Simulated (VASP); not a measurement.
# Al16N16F (a cell with a defect) in VASP: further runs, part 2 of 2

VASP 6.6.1. The steps go on from the part before.

### Step 3. Single point, PBE

The input, INCAR:

```
PREC     = Accurate       # precision mode
ENCUT    = 520            # plane-wave cutoff, eV
EDIFF    = 1E-6           # SCF threshold, eV
ISMEAR   = -1             # smearing method
SIGMA    = 0.01           # smearing width, eV
LREAL    = Auto         
LASPH    = True           # aspherical terms in the spheres
NELM     = 60             # most SCF steps
ALGO     = Normal         # electronic algorithm
ISIF     = 2              # what is computed and relaxed
LWAVE    = False          # write WAVECAR
LCHARG   = True           # write CHGCAR
GGA      = PE             # functional
LELF     = True           # ELF
LVHAR    = True         
NBANDS   = 90             # bands
NELECT   = 134.0
```

The input, KPOINTS:

```
Automatic mesh
0
Gamma
  1 1 1
  0.25 0.25 0.25
```

The input, POSCAR:

```
Al16N16F
1.0
    6.2595139092      0.0000000618      0.0000000000
   -3.1297570081      5.4208980298      0.0000000000
    0.0000000000      0.0000000000     10.0348065900
Al N F
16 16 1
Direct
    0.3352642781      0.1696197999      0.2513220581
    0.1684961780      0.3319997936      0.5047629856
    0.3327968873      0.1631671925      0.7515111178
    0.1662291127      0.3358341487      0.9968657400
    0.3324086019      0.6652493749      0.2547729182
    0.1672788006      0.8323138380      0.5050509207
    0.3296986983      0.6620052301      0.7491408839
    0.1656343099      0.8352889045      0.9964912293
    0.8355599253      0.1637719645      0.2490312171
    0.6681742782      0.3321780165      0.5064767611
    0.8338228898      0.1625648035      0.7526619062
    0.6669387364      0.3355088391      1.0021393116
    0.8315052980      0.6687324334      0.2519048677
    0.6647830869      0.8299928811      0.5041879112
    0.8334718548      0.6642174605      0.7522731919
    0.6609984628      0.8325107071      0.9977608125
    0.3431371853      0.1714815939      0.4503587397
    0.1826445428      0.3508908648      0.1838559742
    0.3340548638      0.1705273366      0.9409593829
    0.1674724630      0.3276760354      0.6935763232
    0.3314684022      0.6656320517      0.4441901368
    0.1835007469      0.8325679184      0.1849643630
    0.3285966142      0.6679328063      0.9371409788
    0.1668724020      0.8293545135      0.6938032609
    0.8311152908      0.1684600387      0.4490482214
    0.6732697261      0.3351644453      0.1933780555
    0.8307547838      0.1684286332      0.9418191698
    0.6692212963      0.3277936312      0.6963693825
    0.8286023836      0.6579840206      0.4500888791
    0.6498993146      0.8254449276      0.1842602822
    0.8303723406      0.6689837735      0.9417337423
    0.6663896127      0.8277411698      0.6942947252
    0.0010313982     -0.0019157818      0.3096189142
```

Potentials or basis: VASP PAW PBE potentials, release 64 (Al, N, F).

On the command line:

```bash
cat potpaw_PBE.64/Al/POTCAR potpaw_PBE.64/N/POTCAR potpaw_PBE.64/F/POTCAR > POTCAR
mpirun -np 1 vasp_std > vasp.out
```

OUTCAR:

```text
PREC = Accurate
   ENCUT = 520
   EDIFF = 1E-6
   ISMEAR = -1
   LREAL = Auto
   LASPH = True
   NELM = 60
   ISIF = 2
   GGA = PE
   NELECT = 134.0

 ion  position               nearest neighbor table
   1  0.335  0.170  0.251-  33 1.90  26 1.92  18 1.93  22 1.95  17 2.00  12 3.08   2 3.11   9 3.11
                             5 3.11  13 3.12  10 3.13   4 3.13   8 3.13   6 3.13  13 3.14   5 3.15
   2  0.168  0.332  0.505-  20 1.89  17 1.90  21 1.91  25 1.91   7 3.04   3 3.06  11 3.08   5 3.09
                             1 3.11  14 3.11   6 3.12  10 3.13  10 3.13   6 3.14   9 3.14  14 3.15
   3  0.333  0.163  0.752-  20 1.88  24 1.90  19 1.90  28 1.91   8 3.03   6 3.06  10 3.06   2 3.06
                             4 3.07  12 3.10  11 3.12  15 3.12   7 3.13   7 3.13  15 3.14  11 3.14
   4  0.166  0.336  0.997-  18 1.88  19 1.89  23 1.90  27 1.90  11 3.04   7 3.05   3 3.07   9 3.10
                            16 3.10  12 3.12   8 3.13   8 3.13   1 3.13  12 3.14   5 3.14  16 3.16
   5  0.332  0.665  0.255-  18 1.85  22 1.85  30 1.86  21 1.90  14 3.08   6 3.09   2 3.09   1 3.11
                            13 3.11   9 3.13  16 3.13   9 3.14   4 3.14  13 3.15   1 3.15   8 3.17
   6  0.167  0.832  0.505-  24 1.89  21 1.89  29 1.92  17 1.92   7 3.04   3 3.06  15 3.07   5 3.09
[... 278 lines left out ...]
      4      -7.8655      2.00000
      5      -7.7508      2.00000
      6      -7.5317      2.00000
[... 481 lines left out ...]
     78      12.9997      0.00000
     79      13.2369      0.00000
 [bands above 79 left out]

------------------------ aborting loop because EDIFF is reached ----------------------------------------

  FORCE on cell =-STRESS in cart. coord.  units (eV):
  Direction    XX          YY          ZZ          XY          YZ          ZX
  --------------------------------------------------------------------------------------
  -------------------------------------------------------------------------------------
  Total       -2.1924698     -2.7589157      4.4114081     -1.6690676     -0.0555147      0.8559434
  in kB      -10.3162853    -12.9815979     20.7571139     -7.8535075     -0.2612150      4.0274928
  external PRESSURE =      -0.8469231 kB  Pullay stress =       0.0000000 kB

 VOLUME and BASIS-vectors are now :
 -----------------------------------------------------------------------------
  energy-cutoff  :      520.00
  volume of cell :      340.50
      direct lattice vectors                 reciprocal lattice vectors
     6.259513909  0.000000062  0.000000000     0.159756813  0.092235641  0.000000000
    -3.129757008  5.420898030  0.000000000    -0.000000002  0.184471279  0.000000000
     0.000000000  0.000000000 10.034806590     0.000000000  0.000000000  0.099653141

 POSITION                                       TOTAL-FORCE (eV/Angst)
 -----------------------------------------------------------------------------------
      1.56772      0.91949      2.52197         0.219129     -0.047678      0.027157
      0.01563      1.79974      5.06520        -0.149042      0.079468     -0.026664
      1.57247      0.88451      7.54127         0.180587     -0.022020      0.071460
     -0.01057      1.82052     10.00335        -0.002469      0.028308     -0.000482
     -0.00135      3.60625      2.55660         0.037154      0.102617      0.061108
     -1.55786      4.51189      5.06809        -0.065440      0.027431     -0.071524
[... 25 lines left out ...]
      1.58065      4.48710      6.96711        -0.209300      0.150494     -0.071302
     -3.11731      5.41051      3.10697         0.015081      0.070877      0.032710
 -----------------------------------------------------------------------------------
    total drift:                               -0.000931     -0.000239      0.004313

  FREE ENERGIE OF THE ION-ELECTRON SYSTEM (eV)
  ---------------------------------------------------
  free  energy   TOTEN  =      -247.0898168631 eV

  energy  without entropy=     -247.0895767945  energy(sigma->0) =     -247.08969683
```

OSZICAR:

```text
N       E                     dE             d eps       ncg     rms          rms(c)
DAV:   1     0.583902294426E+03    0.58390E+03   -0.63474E+04  1080   0.135E+03
DAV:   2    -0.224077389754E+03   -0.80798E+03   -0.78483E+03  1374   0.277E+02
DAV:   3    -0.279344914686E+03   -0.55268E+02   -0.54724E+02  1288   0.771E+01
[... 11 lines left out ...]
DAV:  15    -0.247089827625E+03    0.18996E-03   -0.40003E-03  1344   0.190E-01    0.615E-02
DAV:  16    -0.247089810803E+03    0.16822E-04   -0.36983E-04  1304   0.771E-02    0.339E-02
DAV:  17    -0.247089818258E+03   -0.74552E-05   -0.16005E-04  1264   0.417E-02    0.219E-02
DAV:  18    -0.247089816236E+03    0.20221E-05   -0.29676E-05  1296   0.191E-02    0.867E-03
DAV:  19    -0.247089816863E+03   -0.62666E-06   -0.78988E-06  1200   0.893E-03
   1 F= -.24708982E+03 E0= -.24708970E+03  d E =-.240069E-03
```

Wall time 11 min (1 thread of Intel Xeon Platinum 8375C at 2.90GHz (Ice Lake), shared host); peak memory 0.47 GiB.

What came out:

```
Free energy   : -247.0898 eV
Largest force : 0.386 eV/Å
```

Forces on the atoms (eV/Å):
```
Al   0.219 -0.048  0.027
Al  -0.149  0.079 -0.027
Al   0.181 -0.022  0.071
Al  -0.002  0.028  0.000
Al   0.037  0.103  0.061
Al  -0.065  0.027 -0.072
Al   0.322  0.025 -0.006
Al  -0.064  0.090  0.111
Al   0.183  0.151  0.139
Al   0.108 -0.030  0.014
Al   0.176 -0.193 -0.034
Al  -0.088  0.034 -0.013
Al   0.340  0.009 -0.055
Al  -0.090  0.098  0.175
Al   0.023 -0.047  0.001
Al  -0.051  0.063 -0.164
N    0.018 -0.164 -0.093
N   -0.368 -0.060  0.028
N    0.099 -0.132 -0.010
N   -0.250  0.131  0.044
N    0.160 -0.078 -0.032
N   -0.242 -0.234 -0.153
N    0.199 -0.079  0.010
N   -0.231  0.127 -0.015
N   -0.035 -0.001  0.049
N   -0.300  0.051 -0.013
N    0.147 -0.100  0.030
N   -0.327  0.206 -0.021
N    0.137 -0.058 -0.074
N   -0.080 -0.041  0.063
N    0.189 -0.156 -0.003
N   -0.209  0.150 -0.071
F    0.015  0.071  0.033
```

Caveat: the k points lie up to 0.58 Å⁻¹ apart; the cell carries a net charge on a neutralising background, which shifts energy and pressure; the cell is charged against a uniform background, so pressure and absolute levels hang on convention.

### Step 4. Single point, PBE

The input, INCAR:

```
SYSTEM = Al16N16F
ALGO     = Normal         ! electronic algorithm
EDIFF    = 1E-7           ! SCF threshold, eV
ENCUT    = 520            ! plane-wave cutoff, eV
GGA      = PE             ! functional
ISIF     = 2              ! what is computed and relaxed
ISMEAR   = -1             ! smearing method
LASPH    = .True.         ! aspherical terms in the spheres
LCHARG   = .True.         ! write CHGCAR
LELF     = .True.         ! ELF
LREAL    = Auto         
LVHAR    = .True.       
LWAVE    = .False.        ! write WAVECAR
NBANDS   = 90             ! bands
NELECT   = 136.0        
NELM     = 80             ! most SCF steps
PREC     = Accurate       ! precision mode
SIGMA    = 0.01           ! smearing width, eV
```

KPOINTS is that of step 3.

The input, POSCAR:

```
Al16N16F
1.0
    6.2595139128      0.0000000578      0.0000000000
   -3.1297570064      5.4208980350      0.0000000000
    0.0000000000      0.0000000000     10.0348065929
Al N F
16 16 1
Direct
    0.3249719069      0.1640013056      0.2520988339
    0.1654272928      0.3324418674      0.5011705101
    0.3328610873      0.1670728204      0.7514131526
    0.1671832572      0.3381971272      0.9981937836
    0.3323605281      0.6674699366      0.2466884934
    0.1653725005      0.8343795422      0.5014886187
    0.3328139228      0.6670447783      0.7481148544
    0.1670077176      0.8330189648      0.9985097988
    0.8365997012      0.1632106213      0.2515093698
    0.6660783318      0.3336733428      0.5089548187
    0.8327156349      0.1669800117      0.7514526163
    0.6654493148      0.3344450680      1.0035777793
    0.8356909225      0.6748102131      0.2520971757
    0.6672885807      0.8342962326      0.5011235613
    0.8328036257      0.6669204803      0.7513908481
    0.6618810566      0.8327577097      0.9981934239
    0.3444634677      0.1749113517      0.4500668461
    0.1749146580      0.3481650448      0.1819715096
    0.3310716515      0.1691408101      0.9398598003
    0.1669009739      0.3320979574      0.6913589197
    0.3313208009      0.6683211715      0.4405440917
    0.1730167034      0.8263293979      0.1830331596
    0.3308524592      0.6692089758      0.9337241597
    0.1672041164      0.8326808996      0.6916406441
    0.8259805023      0.1739111336      0.4487135683
    0.6671711422      0.3325947239      0.1926407985
    0.8307677165      0.1690338112      0.9395254406
    0.6672806012      0.3324316698      0.6973909516
    0.8246893290      0.6552514665      0.4500206433
    0.6516116043      0.8250750326      0.1819805403
    0.8308936712      0.6687831155      0.9398068509
    0.6677106179      0.8327045466      0.6912936703
   -0.0009383391      0.0007514044      0.3159535809
```

Potentials or basis: VASP PAW PBE potentials, release 64 (Al, N, F).

On the command line:

```bash
cat potpaw_PBE.64/Al/POTCAR potpaw_PBE.64/N/POTCAR potpaw_PBE.64/F/POTCAR > POTCAR
mpirun -np 1 vasp_std > vasp.out
```

OUTCAR:

```text
SYSTEM = Al16N16F
   EDIFF = 1E-7
   ENCUT = 520
   GGA = PE
   ISIF = 2
   ISMEAR = -1
   LASPH = .True.
   LREAL = Auto
   NELECT = 136.0
   NELM = 80
   PREC = Accurate

 ion  position               nearest neighbor table
   1  0.325  0.164  0.252-  33 1.88  18 1.95  26 1.95  22 1.96  17 1.99   9 3.05  13 3.06   2 3.07
                             6 3.08  12 3.10   8 3.11   4 3.12   5 3.13   5 3.13  10 3.17  13 3.20
   2  0.165  0.332  0.501-  17 1.90  20 1.91  25 1.92  21 1.92  33 2.59   1 3.07   7 3.07   9 3.07
                             3 3.09  11 3.09   6 3.12  14 3.12  10 3.13  10 3.13   5 3.13  14 3.14
   3  0.333  0.167  0.751-  19 1.89  28 1.89  20 1.89  24 1.91  10 3.03   8 3.07   4 3.08   6 3.09
                             2 3.09  12 3.11  15 3.13  11 3.13   7 3.13   7 3.13  11 3.13  15 3.13
   4  0.167  0.338  0.998-  18 1.85  19 1.90  23 1.91  27 1.92   5 3.07  11 3.07   3 3.08   7 3.08
                            16 3.10   8 3.10   9 3.11   1 3.12  12 3.13  12 3.13   8 3.16  16 3.16
   5  0.332  0.667  0.247-  22 1.84  30 1.85  18 1.85  21 1.95   4 3.07  16 3.07   8 3.07  13 3.13
                             1 3.13   9 3.13   9 3.13   1 3.13  13 3.13   6 3.13  14 3.13   2 3.13
   6  0.165  0.834  0.501-  21 1.90  24 1.91  17 1.92  29 1.92  33 2.59   7 3.07   1 3.08  13 3.08
                            15 3.09   3 3.09   2 3.12  14 3.12  10 3.13  10 3.13   5 3.13  14 3.14
   7  0.333  0.667  0.748-  23 1.86  24 1.88  32 1.90  20 1.90   6 3.07  14 3.07   2 3.07   4 3.08
[... 770 lines left out ...]
------------------------ aborting loop because EDIFF is reached ----------------------------------------

  FORCE on cell =-STRESS in cart. coord.  units (eV):
  Direction    XX          YY          ZZ          XY          YZ          ZX
  --------------------------------------------------------------------------------------
  -------------------------------------------------------------------------------------
  Total       16.7146352     14.8129019     28.6712848     -1.6330007      0.0447520     -0.0998970
  in kB       78.6478088     69.6995338    134.9077444     -7.6838009      0.2105726     -0.4700479
  external PRESSURE =      94.4183623 kB  Pullay stress =       0.0000000 kB

 VOLUME and BASIS-vectors are now :
 -----------------------------------------------------------------------------
  energy-cutoff  :      520.00
  volume of cell :      340.50
      direct lattice vectors                 reciprocal lattice vectors
     6.259513913  0.000000058  0.000000000     0.159756813  0.092235641  0.000000000
    -3.129757006  5.420898035  0.000000000    -0.000000002  0.184471279  0.000000000
     0.000000000  0.000000000 10.034806593     0.000000000  0.000000000  0.099653141

 POSITION                                       TOTAL-FORCE (eV/Angst)
 -----------------------------------------------------------------------------------
      1.52088      0.88903      2.52976         0.098896     -0.051244      0.010819
     -0.00497      1.80213      5.02915        -0.128879      0.073445      0.004572
      1.56065      0.90568      7.54029         0.107044     -0.062766      0.013554
     -0.01199      1.83333     10.01668        -0.100696      0.062150     -0.015568
     -0.00860      3.61829      2.47547         0.073823     -0.050900     -0.002488
     -1.57625      4.52309      5.03234        -0.136249      0.073033     -0.019053
[... 25 lines left out ...]
      1.57338      4.51401      6.93700        -0.187350      0.106238      0.020072
      6.25129      0.00407      3.17053         0.016401     -0.011122      0.010599
 -----------------------------------------------------------------------------------
    total drift:                               -0.011625      0.005217     -0.009412

  FREE ENERGIE OF THE ION-ELECTRON SYSTEM (eV)
  ---------------------------------------------------
  free  energy   TOTEN  =      -235.3049331920 eV

  energy  without entropy=     -235.3049331920  energy(sigma->0) =     -235.30493319
```

OSZICAR:

```text
N       E                     dE             d eps       ncg     rms          rms(c)
DAV:   1     0.620639411184E+03    0.62064E+03   -0.64732E+04  1080   0.138E+03
DAV:   2    -0.215682435955E+03   -0.83632E+03   -0.80995E+03  1372   0.281E+02
DAV:   3    -0.272863061763E+03   -0.57181E+02   -0.56873E+02  1288   0.790E+01
DAV:   4    -0.273663005925E+03   -0.79994E+00   -0.79794E+00  1304   0.101E+01
DAV:   5    -0.273677567724E+03   -0.14562E-01   -0.14548E-01  1336   0.134E+00    0.346E+01
DAV:   6    -0.235307252754E+03    0.38370E+02   -0.15990E+02  1296   0.352E+01    0.122E+01
DAV:   7    -0.235433255486E+03   -0.12600E+00   -0.50268E+00  1304   0.694E+00    0.821E+00
DAV:   8    -0.235322764373E+03    0.11049E+00   -0.65218E-01  1256   0.358E+00    0.157E+00
DAV:   9    -0.235300121391E+03    0.22643E-01   -0.12383E-01  1344   0.144E+00    0.663E-01
DAV:  10    -0.235304726358E+03   -0.46050E-02   -0.66686E-02  1248   0.897E-01    0.406E-01
DAV:  11    -0.235304389467E+03    0.33689E-03   -0.15044E-02  1440   0.541E-01    0.204E-01
DAV:  12    -0.235304912195E+03   -0.52273E-03   -0.27209E-03  1272   0.214E-01    0.442E-02
DAV:  13    -0.235304926092E+03   -0.13897E-04   -0.55784E-04  1344   0.876E-02    0.187E-02
DAV:  14    -0.235304930911E+03   -0.48194E-05   -0.29251E-05  1296   0.207E-02    0.156E-02
DAV:  15    -0.235304936076E+03   -0.51647E-05   -0.49071E-06  1304   0.111E-02    0.135E-02
DAV:  16    -0.235304932766E+03    0.33100E-05   -0.16206E-05  1392   0.193E-02    0.251E-03
DAV:  17    -0.235304933176E+03   -0.41038E-06   -0.47051E-06  1240   0.703E-03    0.291E-03
DAV:  18    -0.235304933192E+03   -0.15910E-07   -0.59107E-08   768   0.908E-04
   1 F= -.23530493E+03 E0= -.23530493E+03  d E =-.203977E-13
```

stdout:

```text
POSCAR found type information on POSCAR AlN F
 POSCAR found :  3 types and      33 ions
 scaLAPACK will be used
 LDA part: xc-table for (Slater+PW92), standard interpolation
 POSCAR, INCAR and KPOINTS ok, starting setup
 FFT: planning ... GRIDC
 FFT: planning ... GRID_SOFT
 FFT: planning ... GRID
 WAVECAR not read
 entering main loop
 the old and the new charge density differ
 old charge density:   135.00000 new  136.00000
    0.346E+01
```

Wall time 11 min (1 thread of Intel Xeon Platinum 8375C at 2.90GHz (Ice Lake), shared host); peak memory 0.48 GiB.

What came out:

* Free energy: -235.3049 eV
* Largest force: 0.231 eV/Å

Forces on the atoms (eV/Å):
```
Al   0.099 -0.051  0.011
Al  -0.129  0.073  0.005
Al   0.107 -0.063  0.014
Al  -0.101  0.062 -0.016
Al   0.074 -0.051 -0.002
Al  -0.136  0.073 -0.019
Al   0.126 -0.074  0.004
Al  -0.112  0.060  0.060
Al   0.069 -0.033  0.015
Al  -0.077  0.043  0.003
Al   0.128 -0.077 -0.012
Al  -0.114  0.066  0.007
Al   0.091 -0.065  0.012
Al  -0.133  0.081  0.006
Al   0.109 -0.065  0.013
Al  -0.108  0.050 -0.015
N    0.134 -0.132 -0.068
N   -0.135  0.032  0.062
N    0.182 -0.106 -0.034
N   -0.169  0.109  0.014
N    0.180 -0.098 -0.002
N   -0.066  0.057 -0.132
N    0.170 -0.100  0.001
N   -0.198  0.111 -0.039
N    0.074 -0.052  0.091
N   -0.176  0.100 -0.016
N    0.184 -0.099  0.049
N   -0.182  0.109 -0.014
N    0.194 -0.047 -0.064
N   -0.087  0.092  0.060
N    0.173 -0.100 -0.025
N   -0.187  0.106  0.020
F    0.016 -0.011  0.011
```

Levels at points of the mesh, in eV from the Fermi level:
| k point | band 65 | band 66 | band 67 | band 68 | band 69 | band 70 | band 71 | band 72 |
| --- | --- | --- | --- | --- | --- | --- | --- | --- |
| (0.25, 0.25, 0.25) | -0.72 | -0.60 | -0.50 | -0.31 | 5.23 | 5.70 | 5.88 | 5.94 |

Caveat: the k points lie up to 0.58 Å⁻¹ apart; the cell carries a net charge on a neutralising background, which shifts energy and pressure; the cell is charged against a uniform background, so pressure and absolute levels hang on convention.
